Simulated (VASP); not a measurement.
Input of a VASP 6.6.1 run:

Contents of POSCAR:

```
Sc
1.0
    0.0000000000      2.2338726273      2.3455662587
    2.2338726273      0.0000000000      2.3455662587
    2.2338726273      2.2338726273      0.0000000000
Sc
1
Direct
    0.0000000000      0.0000000000      0.0000000000
```

INCAR.step1

```
SYSTEM = Sc
  ALGO = Normal
  EDIFF = 1E-4
  ENCUT = 520
  GGA = PE
  ISMEAR = 0
  LASPH = .TRUE.
  LCHARG = .FALSE.
  LREAL = .FALSE.
  LWAVE = .TRUE.
  NBANDS = 12
  NELM = 80
  PREC = Accurate
  SIGMA = 0.15
```

File INCAR.step2:

```
SYSTEM = Sc
  ALGO = Normal
  EDIFF = 1E-6
  ENCUT = 520
  ISIF = 2
  ISMEAR = 0
  ISTART = 1
  LASPH = .TRUE.
  LCHARG = .FALSE.
  LMIXTAU = .TRUE.
  LREAL = .FALSE.
  LWAVE = .FALSE.
  METAGGA = R2SCAN
  NBANDS = 12
  NELM = 80
  PREC = Accurate
  SIGMA = 0.15
```

KPOINTS

```
k-points
0
G
  20 20 20
  0 0 0
```

Potentials or basis: VASP PAW PBE potentials, release 64 (Sc_sv).

The run is started by

```console
$ cat potpaw_PBE.64/Sc_sv/POTCAR > POTCAR
$ cp INCAR.step1 INCAR
$ mpirun -np 1 vasp_std > vasp.out
$ cp INCAR.step2 INCAR
$ mpirun -np 1 vasp_std > vasp.out
```

Q: What does it give for the band gap on the k mesh?

A: Zero (an odd number of electrons rules out a gap without spin polarisation).

Q: Predict the pressure.

A: 4.2 GPa.

Stress tensor (GPa, compression positive):
```
4.47 0.00 0.00
0.00 4.47 0.00
0.00 0.00 3.74
```

Caveat: the cell stands under pressure; the PAW data sets were made with another functional, which shifts forces and pressure a little.
